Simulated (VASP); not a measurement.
Set up this calculation in VASP 6.6.1, as the native input.

| Item | Value |
| --- | --- |
| Task | single point |
| Functional | LDA |
| Potentials or basis | VASP PAW LDA potentials, release 64 (Mg) |
| Cutoff | 520 eV |
| k mesh | 16 × 16 × 16 |
| Occupations | fermi-dirac, width 0.05 eV |
| Spin | no spin polarisation |
| Dipole correction | no |
| Further INCAR settings | ALGO = Normal; EDIFF = 1e-07; NBANDS = 7 |

The structure of Mg lies in POSCAR:

```
Mg
1.0
    0.0000000000      1.8694390243      1.8694390243
    1.8694390243      0.0000000000      1.8694390243
    1.8694390243      1.8694390243      0.0000000000
Mg
1
Direct
    0.0000000000      0.0000000000      0.0000000000
```

This cell differs from its parent crystal: volume scaled by 0.6.

One way to write it, as run:

INCAR

```
PREC     = Accurate       # precision mode
ENCUT    = 520            # plane-wave cutoff, eV
EDIFF    = 1E-7           # SCF threshold, eV
ISMEAR   = -1             # smearing method
SIGMA    = 0.05           # smearing width, eV
LREAL    = False          # projectors in reciprocal space
LASPH    = True           # aspherical terms in the spheres
NELM     = 100            # most SCF steps
ALGO     = Normal         # electronic algorithm
ISIF     = 2              # what is computed and relaxed
LWAVE    = False          # write WAVECAR
LCHARG   = True           # write CHGCAR
GGA      = CA             # functional
LELF     = True           # ELF
LVHAR    = True         
NBANDS   = 7              # bands
```

KPOINTS

```
regular mesh
0
Gamma
  16 16 16
```

Potentials or basis: VASP PAW LDA potentials, release 64 (Mg).

Launch:

```bash
$ cat potpaw_LDA.64/Mg/POTCAR > POTCAR
$ mpirun -np 1 vasp_std > vasp.out
```

Results of the run:

```
Pressure               : 53.9 GPa
Band gap on the k mesh : zero (band 1 reaches 8.04 eV, above the bottom of band 2 at 4.88 eV)
```

Run time: 16 s on 1 thread of Intel Xeon 8259CL (shared host), peak memory 0.13 GiB.
